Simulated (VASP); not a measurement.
PtS2:

```
Pt S
1.0
     3.32620    0.00000    0.00000
    -1.66310    2.88057    0.00000
     0.00000    0.00000    6.33420
Pt S
1 2
Direct
  0.00000 0.00000 0.00000
  0.33333 0.66667 0.18895
  0.66667 0.33333 0.81105
```

| Item | Value |
| --- | --- |
| Program | VASP 6.6.1 |
| Task | relaxation of the atoms |
| Functional | PBE |
| Potentials or basis | VASP PAW PBE potentials, release 64 (Pt, S) |
| Cutoff | 520 eV |
| k mesh | 9 × 9 × 4 |
| Occupations | gaussian, width 0.05 eV |
| Spin | no spin polarisation |

At the start: pressure 27.9 GPa; volume 20.23 Å³/atom.

Question: How do energy, volume and symmetry change on relaxing?

Answer: Over 3 steps the energy falls by 166.0 meV/atom; space group P-3m1 (No. 164, to 0.1 Å) before and after.

Step by step:
```csv
step,energy change (eV),largest force (eV/Å),pressure (GPa)
1,0.0000,2.9858,27.89
2,-0.4829,0.4735,12.64
3,-0.4979,0.0009,9.75
```

Final structure:
```
Pt S
1.0
     3.32620    0.00000    0.00000
    -1.66310    2.88057    0.00000
     0.00000    0.00000    6.33420
Pt S
1 2
Direct
  0.00000 0.00000 0.00000
  0.33333 0.66667 0.21677
  0.66667 0.33333 0.78323
```

Caveat: this functional lacks dispersion, which binds the layers, so the pressure and a relaxed spacing across them are unreliable.
